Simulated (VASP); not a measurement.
A run of VASP 6.6.1 is set up as follows.

POSCAR

```
AlGaN2
1.0
    3.1140499892      0.0000000000      0.0000000000
    0.0000000000      3.1140499892      0.0000000000
    0.0000000000      0.0000000000      4.3872047749
Al Ga N
1 1 2
Direct
    0.5000000000      0.5000000000      0.5000000000
    0.0000000000      0.0000000000      0.0000000000
    0.5000000000      0.0000000000      0.7390533150
    0.0000000000      0.5000000000      0.2609466850
```

INCAR.step1

```
SYSTEM = AlGaN2
PREC = Accurate ; ENCUT = 600
ISMEAR = 0 ; SIGMA = 0.02
LREAL = .False. ; LASPH = .True.
NELM = 60 ; GGA = PE
ALGO = Normal ; EDIFF = 1E-4
LWAVE = .True. ; LCHARG = .False.
```

File INCAR.step2:

```
SYSTEM = AlGaN2
PREC = Accurate ; ENCUT = 600
EDIFF = 1E-6 ; ISMEAR = 0
SIGMA = 0.02 ; LREAL = .False.
LASPH = .True. ; NELM = 60
ALGO = Normal ; ISIF = 3
LWAVE = .False. ; LCHARG = .False.
METAGGA = R2SCAN ; LMIXTAU = .True.
IBRION = 2 ; NSW = 70
EDIFFG = -0.008 ; PSTRESS = 50.0
ISTART = 1
```

Contents of KPOINTS:

```
Automatic mesh
0
Gamma
  8 8 6
  0 0 0
```

Potentials or basis: VASP PAW PBE potentials, release 64 (Al, Ga_d, N).

Launch:

```sh
$ cat potpaw_PBE.64/Al/POTCAR potpaw_PBE.64/Ga_d/POTCAR potpaw_PBE.64/N/POTCAR > POTCAR
$ cp INCAR.step1 INCAR
$ mpirun -np 1 vasp_std > vasp.out
$ cp INCAR.step2 INCAR
$ mpirun -np 1 vasp_std > vasp.out
```

**Question.** Predict the band gap on the k mesh.

**Answer.** 3.54 eV.

**Question.** Estimate the relaxed volume.

**Answer.** 10.66 Å³/atom.

Step by step:
| step | energy change (eV) | largest force (eV/Å) | pressure (GPa) | volume (Å³) |
| --- | --- | --- | --- | --- |
| 1 | 0.0000 | 0.0947 | 5.51 | 42.54 |
| 2 | -0.0067 | 0.0332 | 4.40 | 42.75 |
| 3 | -0.0042 | 0.0205 | 4.87 | 42.67 |
| 4 | -0.0030 | 0.0087 | 5.09 | 42.62 |
| 5 | -0.0036 | 0.0039 | 4.92 | 42.64 |

Caveat: the cell is relaxed towards a set pressure, so the run minimises the enthalpy, not the energy; the PAW data sets were made with another functional, which shifts forces and pressure a little. A k mesh can miss the band edges.
